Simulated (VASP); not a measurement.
Wanted: the native input for a VASP 6.6.1 run.

```
Task                   : single point
Functional             : PBEsol
Potentials or basis    : VASP PAW PBE potentials, release 64 (W_sv, Co)
Cutoff                 : 520 eV
k mesh                 : 12 × 12 × 12
Occupations            : gaussian, width 0.1 eV
Spin                   : no spin polarisation
Dipole correction      : no
Further INCAR settings : ALGO = Normal; EDIFF = 1e-06; NBANDS = 34
```

The structure of CoW3 lies in POSCAR:

```
CoW3
1.0
    0.0000000000      2.8518704081      2.8518704081
    2.8518704081      0.0000000000      2.8518704081
    2.8518704081      2.8518704081      0.0000000000
W Co
3 1
Direct
    0.2500000000      0.2500000000      0.2500000000
    0.7500000000      0.7500000000      0.7500000000
    0.5000000000      0.5000000000      0.5000000000
    0.0000000000      0.0000000000      0.0000000000
```

One way to write it, as run:

INCAR

```
ALGO = Normal ; EDIFF = 1E-6
ENCUT = 520 ; GGA = PS
ISIF = 2 ; ISMEAR = 0
LASPH = T ; LCHARG = F
LREAL = F ; LWAVE = F
NBANDS = 34 ; NELM = 100
PREC = Accurate ; SIGMA = 0.1
```

KPOINTS

```
k-points
0
Gamma
  12 12 12
```

Potentials or basis: VASP PAW PBE potentials, release 64 (W_sv, Co).

Command:

```console
$ cat potpaw_PBE.64/W_sv/POTCAR potpaw_PBE.64/Co/POTCAR > POTCAR
$ mpirun -np 1 vasp_std > vasp.out
```

It gave:

```
Pressure : 104.9 GPa
```

Caveat: the PAW data sets were made with another functional, which shifts forces and pressure a little.

Wall time 83 s on 1 thread of AMD EPYC 9R45 96-Core Processor (Zen 5), with other jobs on the host, peak memory 0.2 GiB.
